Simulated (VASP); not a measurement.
# Co (P6_3/mmc) in VASP: further runs, part 2 of 2

VASP 6.6.1. Earlier steps stand in the parts before.

## (3) Single point, RPBE

INCAR reads:

```
SYSTEM = Co
ALGO     = Normal         ! electronic algorithm
EDIFF    = 1E-6           ! SCF threshold, eV
ENCUT    = 520            ! plane-wave cutoff, eV
GGA      = RP             ! functional
ISIF     = 2              ! what is computed and relaxed
ISMEAR   = -1             ! smearing method
LASPH    = .True.         ! aspherical terms in the spheres
LCHARG   = .False.        ! write CHGCAR
LREAL    = .False.        ! projectors in reciprocal space
LWAVE    = .False.        ! write WAVECAR
NBANDS   = 16             ! bands
NELM     = 80             ! most SCF steps
PREC     = Accurate       ! precision mode
SIGMA    = 0.1            ! smearing width, eV
```

KPOINTS reads:

```
k-points
0
Gamma
  14 14 8
  0 0 0
```

POSCAR reads:

```
Co
1.0
    2.4781031202      0.0000000000      0.0000000000
   -1.2390515601      2.1461002553      0.0000000000
    0.0000000000      0.0000000000      3.9926969131
Co
2
Direct
    0.3333333333      0.6666666667      0.2500000000
    0.6666666667      0.3333333333      0.7500000000
```

Potentials or basis: VASP PAW PBE potentials, release 64 (Co).

Run with:

```bash
> cat potpaw_PBE.64/Co/POTCAR > POTCAR
> mpirun -np 1 vasp_std > vasp.out
```

It took 14 s on 1 thread of Intel Xeon 6975P-C (Granite Rapids), shared host; peak memory 0.15 GiB.

It converged, with:

```yaml
Free_energy: -12.6119 eV
Pressure: -0.5 GPa
Band_gap_on_the_k_mesh: zero (bands 9 and 10 overlap by 1.51 eV)
```

Stress tensor (GPa, compression positive):
```
-0.40  0.00  0.00
 0.00 -0.40  0.00
 0.00  0.00 -0.55
```

Levels at points of the mesh, in eV from the Fermi level:
| k point | band 6 | band 7 | band 8 | band 9 | band 10 | band 11 | band 12 | band 13 |
| --- | --- | --- | --- | --- | --- | --- | --- | --- |
| (0.00, 0.00, 0.00) | -1.45 | -1.45 | -1.09 | -1.09 | -0.01 | 0.11 | 0.11 | 7.13 |
| (0.50, 0.00, 0.00) | -1.78 | -1.41 | 0.25 | 0.36 | 0.41 | 1.93 | 3.91 | 10.14 |
| (0.00, 0.00, 0.50) | -1.87 | -1.87 | -1.87 | -0.22 | -0.22 | -0.22 | -0.22 | 15.62 |
| (0.50, 0.00, 0.50) | -0.96 | -0.33 | -0.33 | 0.35 | 0.35 | 1.91 | 1.91 | 7.93 |

Caveat: the PAW data sets were made with another functional, which shifts forces and pressure a little; the run has no spin polarisation, though such a crystal can be magnetic. Spin polarisation is off, so any magnetic state and its effect on volume and gap are missing.

## (4) Relaxation of cell and atoms, RPBE

This run uses another cell than the first one, of 11.07 Å³/atom.

INCAR reads:

```
ALGO = Normal
EDIFF = 1E-6
EDIFFG = -0.01
ENCUT = 600
GGA = RP
IBRION = 2
ISIF = 3
ISMEAR = -1
LASPH = True
LCHARG = False
LREAL = False
LWAVE = False
NELM = 80
NSW = 80
PREC = Accurate
SIGMA = 0.1
```

KPOINTS reads:

```
k-points
0
Gamma
  14 14 8
```

POSCAR reads:

```
Co
1.0
    2.5070990085      0.0000000000      0.0000000000
   -1.2535495042      2.1712114311      0.0000000000
    0.0000000000      0.0000000000      4.0686000000
Co
2
Direct
    0.3333333333      0.6666666667      0.2500000000
    0.6666666667      0.3333333333      0.7500000000
```

Run with:

```bash
> cat potpaw_PBE.64/Co/POTCAR > POTCAR
> mpirun -np 1 vasp_std > vasp.out
```

It took 76 s on 1 thread of Intel Xeon 6975P-C (Granite Rapids), shared host; peak memory 0.17 GiB.

It converged, with:

```yaml
Free_energy: -12.6117 eV
Relaxed_volume: 10.59 Å³/atom
Relaxed_cell: a = 2.476 Å, b = 2.476 Å, c = 3.988 Å, α = 90.00°, β = 90.00°, γ = 120.00°
Space_group_after_relaxing_to_0.1_Å: P6_3/mmc (No. 194)
Energy_gained_by_relaxing: 14.8 meV/atom
Ionic_steps: 12
Pressure_after_relaxing: 0.0 GPa
Band_gap_on_the_k_mesh: zero (bands 9 and 10 overlap by 1.51 eV)
```

The path:
| step | energy change (eV) | largest force (eV/Å) | pressure (GPa) | volume (Å³) |
| --- | --- | --- | --- | --- |
| 1 | 0.0000 | 0.0000 | -9.06 | 22.15 |
| 2 | 0.0054 | 0.0000 | 12.03 | 20.20 |
| 3 | -0.0294 | 0.0000 | -0.01 | 21.18 |
| 4 | -0.0294 | 0.0000 | 0.21 | 21.16 |
| 5 | -0.0296 | 0.0000 | 0.14 | 21.16 |
| 6 | -0.0296 | 0.0000 | 0.13 | 21.16 |
| 7 | -0.0295 | 0.0000 | 0.17 | 21.16 |
| 8 | -0.0296 | 0.0000 | 0.15 | 21.16 |
| 9 | -0.0296 | 0.0000 | 0.11 | 21.16 |
| 10 | -0.0296 | 0.0000 | 0.19 | 21.16 |
| 11 | -0.0296 | 0.0000 | -0.26 | 21.20 |
| 12 | -0.0296 | 0.0000 | 0.03 | 21.18 |

Final structure:
```cif
data_structure
_symmetry_space_group_name_H-M 'P 1'
_symmetry_Int_Tables_number 1
_cell_length_a 2.4763
_cell_length_b 2.4763
_cell_length_c 3.9878
_cell_angle_alpha 90.000
_cell_angle_beta 90.000
_cell_angle_gamma 120.000
_cell_volume 21.18
loop_
_atom_site_label
_atom_site_type_symbol
_atom_site_fract_x
_atom_site_fract_y
_atom_site_fract_z
_atom_site_occupancy
Co1 Co 0.33333 0.66667 0.25000 1
Co2 Co 0.66667 0.33333 0.75000 1
```

Levels at points of the mesh, in eV from the Fermi level:
| k point | band 5 | band 6 | band 7 | band 8 | band 9 | band 10 | band 11 | band 12 | band 13 |
| --- | --- | --- | --- | --- | --- | --- | --- | --- | --- |
| (0.00, 0.00, 0.00) | -1.81 | -1.45 | -1.45 | -1.10 | -1.10 | -0.01 | 0.11 | 0.11 | 7.16 |
| (0.50, 0.00, 0.00) | -2.00 | -1.79 | -1.41 | 0.24 | 0.36 | 0.41 | 1.93 | 3.92 | 10.16 |
| (0.00, 0.00, 0.50) | -1.88 | -1.88 | -1.88 | -1.88 | -0.22 | -0.22 | -0.22 | -0.22 | 15.66 |
| (0.50, 0.00, 0.50) | -0.96 | -0.96 | -0.33 | -0.33 | 0.35 | 0.35 | 1.91 | 1.91 | 7.95 |

Caveat: the PAW data sets were made with another functional, which shifts forces and pressure a little; the run has no spin polarisation, though such a crystal can be magnetic. Spin polarisation is off, so any magnetic state and its effect on volume and gap are missing.

## (5) Single point, RPBE (9.34 Å³/atom)

This run uses another cell than the first one, of 9.34 Å³/atom.

INCAR reads:

```
  PREC = Accurate
  ENCUT = 520
  EDIFF = 1E-7
  ISMEAR = -1
  SIGMA = 0.1
  LREAL = F
  LASPH = T
  NELM = 80
  ALGO = Normal
  ISIF = 2
  LWAVE = F
  LCHARG = F
  GGA = RP
  NBANDS = 16
```

KPOINTS reads:

```
regular mesh
0
Gamma
  24 24 13
```

POSCAR reads:

```
Co
1.0
    2.3747264996      0.0000000000      0.0000000000
   -1.1873632498      2.0565734757      0.0000000000
    0.0000000000      0.0000000000      3.8261374545
Co
2
Direct
    0.3333333333      0.6666666667      0.2500000000
    0.6666666667      0.3333333333      0.7500000000
```

Run with:

```bash
> cat potpaw_PBE.64/Co/POTCAR > POTCAR
> mpirun -np 1 vasp_std > vasp.out
```

Wall time 46 s (1 thread of Intel Xeon 6975P-C (Granite Rapids), shared host); peak memory 0.22 GiB.

It converged, with:

```
Free energy            : -12.3479 eV
Pressure               : 38.4 GPa
Band gap on the k mesh : zero (bands 9 and 10 overlap by 1.79 eV)
```

Stress tensor (GPa, compression positive):
```
38.11  0.00  0.00
 0.00 38.11  0.00
 0.00  0.00 38.85
```

Levels at points of the mesh, in eV from the Fermi level:
```
           k point  band 6  band 7  band 8  band 9  band 10  band 11  band 12  band 13
(0.00, 0.00, 0.00)   -1.76   -1.76   -1.33   -1.33    -0.16     0.12     0.12     8.25
(0.50, 0.00, 0.00)   -2.16   -1.70    0.29    0.43     0.49     2.21     4.50    11.15
```

Caveat: the cell stands under pressure; the PAW data sets were made with another functional, which shifts forces and pressure a little; the run has no spin polarisation, though such a crystal can be magnetic.

## (6) Single point, RPBE (9.77 Å³/atom)

This run uses another cell than the first one, of 9.77 Å³/atom.

INCAR reads:

```
PREC     = Accurate       # precision mode
ENCUT    = 520            # plane-wave cutoff, eV
EDIFF    = 1E-6           # SCF threshold, eV
ISMEAR   = -1             # smearing method
SIGMA    = 0.1            # smearing width, eV
LREAL    = F              # projectors in reciprocal space
LASPH    = T              # aspherical terms in the spheres
NELM     = 60             # most SCF steps
ALGO     = Normal         # electronic algorithm
ISIF     = 2              # what is computed and relaxed
LWAVE    = F              # write WAVECAR
LCHARG   = F              # write CHGCAR
GGA      = RP             # functional
NBANDS   = 16             # bands
```

KPOINTS is that of step 5.

POSCAR reads:

```
Co
1.0
    2.4101754050      0.0000000000      0.0000000000
   -1.2050877025      2.0872731283      0.0000000000
    0.0000000000      0.0000000000      3.8832524041
Co
2
Direct
    0.3333333333      0.6666666667      0.2500000000
    0.6666666667      0.3333333333      0.7500000000
```

Potentials or basis: VASP PAW PBE potentials, release 64 (Co).

Run with:

```bash
> cat potpaw_PBE.64/Co/POTCAR > POTCAR
> mpirun -np 1 vasp_std > vasp.out
```

It took 49 s on 1 thread of Intel Xeon 6975P-C (Granite Rapids), shared host; peak memory 0.22 GiB.

The run converged. Its results:

| Item | Value |
| --- | --- |
| Free energy | -12.5069 eV |
| Pressure | 22.3 GPa |
| Band gap on the k mesh | zero (bands 9 and 10 overlap by 1.67 eV) |

Stress tensor (GPa, compression positive):
```
22.21  0.00  0.00
 0.00 22.21  0.00
 0.00  0.00 22.60
```

Levels at points of the mesh, in eV from the Fermi level:
| k point | band 5 | band 6 | band 7 | band 8 | band 9 | band 10 | band 11 | band 12 | band 13 | band 14 |
| --- | --- | --- | --- | --- | --- | --- | --- | --- | --- | --- |
| (0.00, 0.00, 0.00) | -2.05 | -1.64 | -1.64 | -1.24 | -1.24 | -0.11 | 0.12 | 0.12 | 7.84 | 22.67 |
| (0.50, 0.00, 0.00) | -2.26 | -2.02 | -1.59 | 0.28 | 0.41 | 0.46 | 2.11 | 4.28 | 10.78 | 11.59 |

Caveat: the cell stands under pressure; the PAW data sets were made with another functional, which shifts forces and pressure a little; the run has no spin polarisation, though such a crystal can be magnetic.

## (7) Summary

| task | spin | cell | k mesh | cutoff (eV) | gap on the mesh (eV) | pressure (GPa) |
| --- | --- | --- | --- | --- | --- | --- |
| single point | non-collinear, zero start, SOC | a = 2.478, b = 2.478, c = 3.993 Å, angles 90.0, 90.0, 120.0°, 2 atoms | 14 × 14 × 8 | 520 | - | -0.4 |
| single point | off | a = 2.478, b = 2.478, c = 3.993 Å, angles 90.0, 90.0, 120.0°, 2 atoms | 14 × 14 × 8 | 520 | none | -0.5 |
| relaxation of cell and atoms | off | relaxed from a = 2.507, b = 2.507, c = 4.069 Å, angles 90.0, 90.0, 120.0°, 2 atoms | 14 × 14 × 8 | 600 | none | 0.0 |
| single point | off | a = 2.375, b = 2.375, c = 3.826 Å, angles 90.0, 90.0, 120.0°, 2 atoms | 24 × 24 × 13 | 520 | none | 38.4 |
| single point | off | a = 2.410, b = 2.410, c = 3.883 Å, angles 90.0, 90.0, 120.0°, 2 atoms | 24 × 24 × 13 | 520 | none | 22.3 |

Alike in all rows: level RPBE; potentials or basis VASP PAW PBE potentials, release 64 (Co); smearing fermi-dirac 0.1 eV.

Caveats: the PAW data sets were made with another functional, which shifts forces and pressure a little; the cell stands under pressure (at least some runs).

Absolute energies hang on the potentials; compare differences alone.
